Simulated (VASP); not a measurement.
Wanted: the native input for a VASP 6.6.1 run.

* Task: single point
* Functional: LDA
* Potentials or basis: VASP PAW LDA potentials, release 64 (Pb_d, Cs_sv, Br)
* Cutoff: 520 eV
* k mesh: 5 × 5 × 5
* Occupations: fermi-dirac, width 0.05 eV
* Spin: no spin polarisation
* Dipole correction: no
* Further INCAR settings: ALGO = Normal; EDIFF = 1e-06; NBANDS = 30

The structure of CsPbBr3 lies in POSCAR:

```
CsPbBr3
1.0
    5.9851272676      0.0000000000      0.0000000000
    0.0000000000      5.9851272676      0.0000000000
    0.0000000000      0.0000000000      5.9851272676
Pb Cs Br
1 1 3
Direct
    0.5000000000      0.5000000000      0.5000000000
    0.0000000000      0.0000000000      0.0000000000
    0.5000000000      0.5000000000      0.0000000000
    0.5000000000      0.0000000000      0.5000000000
    0.0000000000      0.5000000000      0.5000000000
```

One way to write it, as run:

INCAR

```
SYSTEM = CsPbBr3
PREC = Accurate
ENCUT = 520
EDIFF = 1E-6
ISMEAR = -1
SIGMA = 0.05
LREAL = .False.
LASPH = .True.
NELM = 80
ALGO = Normal
ISIF = 2
LWAVE = .False.
LCHARG = .True.
LELF = .True.
LVHAR = .True.
NBANDS = 30
```

KPOINTS

```
regular mesh
0
Gamma
  5 5 5
  0 0 0
```

Potentials or basis: VASP PAW LDA potentials, release 64 (Pb_d, Cs_sv, Br).

Launch:

```console
$ cat potpaw_LDA.64/Pb_d/POTCAR potpaw_LDA.64/Cs_sv/POTCAR potpaw_LDA.64/Br/POTCAR > POTCAR
$ mpirun -np 1 vasp_std > vasp.out
```

Results of the run:

```yaml
Pressure: -2.2 GPa
Band_gap_on_the_k_mesh: 2.60 eV, direct
```

Caveat: spin-orbit coupling is left out, which moves the levels of the heavy elements.

Run time: 30 s on 1 thread of Intel(R) Xeon(R) 6975P-C (Granite Rapids), on a shared host, peak memory 0.28 GiB.
